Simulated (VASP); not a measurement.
Here is a VASP 6.6.1 calculation.

File INCAR:

```
SYSTEM = SnO2
ALGO = Normal
EDIFF = 1E-6
ENCUT = 520
GGA = PE
ISIF = 2
ISMEAR = 0
LASPH = .True.
LCHARG = .False.
LREAL = .False.
LWAVE = .False.
NBANDS = 20
NELM = 60
PREC = Accurate
SIGMA = 0.05
```

File KPOINTS:

```
k-points
0
Gamma
  12 12 12
  0 0 0
```

Contents of POSCAR:

```
SnO2
1.0
    1.6437000000      0.9489906375      4.6559333333
   -1.6437000000      0.9489906375      4.6559333333
    0.0000000000     -1.8979812749      4.6559333333
Sn O
1 2
Direct
    0.5000000000      0.5000000000      0.5000000000
    0.2348826742      0.2348826742      0.2348826742
    0.7651173258      0.7651173258      0.7651173258
```

Potentials or basis: VASP PAW PBE potentials, release 64 (Sn_d, O).

Run with:

```console
$ cat potpaw_PBE.64/Sn_d/POTCAR potpaw_PBE.64/O/POTCAR > POTCAR
$ mpirun -np 1 vasp_std > vasp.out
```

**Question.** What does it give for the pressure?

**Answer.** -0.6 GPa.

**Question.** Estimate the largest force.

**Answer.** 0.407 eV/Å.

Stress tensor (GPa, compression positive):
```
-2.16  0.00  0.00
 0.00 -2.16  0.00
 0.00  0.00  2.54
```
